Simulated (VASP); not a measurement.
**B: single point with PBE**

B:

```
B
1.0
     1.31080    0.75679    9.11490
    -1.31080    0.75679    9.11490
     0.00000   -1.51359    9.11490
B
4
Direct
  0.91756 0.91756 0.91756
  0.25089 0.25089 0.25089
  0.74911 0.74911 0.74911
  0.08244 0.08244 0.08244
```

```yaml
Program: VASP 6.6.1
Task: single point
Functional: PBE
Potentials_or_basis: VASP PAW PBE potentials, release 64 (B)
Cutoff: 500 eV
k_mesh: 6 × 6 × 6
Occupations: gaussian, width 0.1 eV
Spin: no spin polarisation
```

* Pressure: 36.9 GPa
* Band gap on the k mesh: zero (bands 6 and 7 overlap by 3.48 eV)

Stress tensor (GPa, compression positive):
```
55.22  0.00  0.00
 0.00 55.22  0.00
 0.00  0.00  0.31
```

Levels at points of the mesh, in eV from the Fermi level:
| k point | band 4 | band 5 | band 6 | band 7 | band 8 | band 9 |
| --- | --- | --- | --- | --- | --- | --- |
| (0.00, 0.00, 0.00) | -3.07 | 2.86 | 2.86 | 2.86 | 2.86 | 4.93 |
| (0.50, 0.00, 0.00) | -6.30 | -0.55 | -0.55 | 1.65 | 1.96 | 4.87 |
| (0.50, 0.50, 0.00) | -6.31 | -0.55 | -0.54 | 1.76 | 1.84 | 5.03 |
| (0.50, 0.50, 0.50) | -3.38 | 2.86 | 2.86 | 2.87 | 2.87 | 6.16 |

Run time: 5.5 min on 1 thread of Intel(R) Xeon(R) Platinum 8488C (Sapphire Rapids), with other jobs on the host, peak memory 0.59 GiB.

Caveat: the k points lie up to 0.46 Å⁻¹ apart, too coarse for converged energies and pressures of a metal.
